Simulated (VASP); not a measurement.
Runs of VASP 6.6.1 on VPt. The structure is that of space group P4/mmm (No. 123), or close to it. The cells are those of the table. 

```csv
task,spin,cell,k mesh,cutoff (eV),smearing,gap on the mesh (eV),pressure (GPa)
relaxation of cell and atoms,off,"relaxed from a = 2.652, b = 2.652, c = 3.831 Å, 2 atoms",16 × 16 × 12,600,fermi-dirac 0.15 eV,none,0.0
single point,off,"a = 2.672, b = 2.672, c = 3.857 Å, 2 atoms",16 × 16 × 12,520,fermi-dirac 0.15 eV,none,-4.6
single point,off,"a = 2.638, b = 2.638, c = 3.804 Å, 2 atoms",16 × 16 × 12,520,fermi-dirac 0.15 eV,none,6.8
single point,off,"a = 2.655, b = 2.655, c = 3.831 Å, 2 atoms",16 × 16 × 12,520,fermi-dirac 0.15 eV,none,0.8
single point,collinear,"a = 2.648, b = 2.648, c = 3.840 Å, 2 atoms",8 × 8 × 6,520,gaussian 0.1 eV,none,(a)
```

Alike in all rows: level LDA; potentials or basis VASP PAW LDA potentials, release 64 (V_sv, Pt).

**Question.** Fill in the values left out.

**Answer.** (a) 0.9.

Caveats: spin-orbit coupling is left out, which moves the levels of the heavy elements; the cell stands under tension (at least some runs); the cell stands under pressure (at least some runs).

A k mesh can miss the band edges, and the runs leave out spin-orbit coupling on Pt.

A gap of «none» marks levels without a gap at the run's occupations.
